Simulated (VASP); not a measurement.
Wanted: the native input for a VASP 6.6.1 run.

```
Task                   : single point
Functional             : PBE
Potentials or basis    : VASP PAW PBE potentials, release 64 (Pd, Pt, Se)
Cutoff                 : 520 eV
k mesh                 : 3 × 3 × 4
Occupations            : gaussian, width 0.1 eV
Spin                   : no spin polarisation
Dipole correction      : no
Further INCAR settings : ALGO = Normal; EDIFF = 1e-06; NBANDS = 43
```

The structure of Pd2PtSe6 lies in POSCAR:

```
Pd2PtSe6
1.0
    6.5774790000      0.0000000000      0.0000000000
   -3.2887395000      5.6962639000      0.0000000000
    0.0000000000      0.0000000000      5.0319390000
Pd Pt Se
2 1 6
Direct
    0.6666667000      0.3333333000      0.0000000000
    0.3333333000      0.6666667000      0.0000000000
    0.0000000000      0.0000000000      0.0000000000
    0.0000000000      0.3309290000      0.2565220000
    0.6690710000      0.6690710000      0.2565220000
    0.3309290000      0.0000000000      0.2565220000
    0.3309290000      0.3309290000      0.7434780000
    0.0000000000      0.6690710000      0.7434780000
    0.6690710000      0.0000000000      0.7434780000
```

The input as run:

INCAR

```
ALGO = Normal ; EDIFF = 1E-6
ENCUT = 520 ; GGA = PE
ISIF = 2 ; ISMEAR = 0
LASPH = True ; LCHARG = False
LREAL = False ; LWAVE = False
NBANDS = 43 ; NELM = 60
PREC = Accurate ; SIGMA = 0.1
```

KPOINTS

```
k-points
0
Gamma
  3 3 4
```

Potentials or basis: VASP PAW PBE potentials, release 64 (Pd, Pt, Se).

Launch:

```bash
$ cat potpaw_PBE.64/Pd/POTCAR potpaw_PBE.64/Pt/POTCAR potpaw_PBE.64/Se/POTCAR > POTCAR
$ mpirun -np 1 vasp_std > vasp.out
```

Results of the run:

* Pressure: 0.1 GPa
* Largest force: 0.012 eV/Å
* Band gap on the k mesh: zero (bands 33 and 34 overlap by 0.35 eV)

Caveat: the k points lie up to 0.37 Å⁻¹ apart; spin-orbit coupling is left out, which moves the levels of the heavy elements.

Run time: 120 s on 1 thread of Intel Xeon 8259CL, with other jobs on the host, peak memory 0.34 GiB.
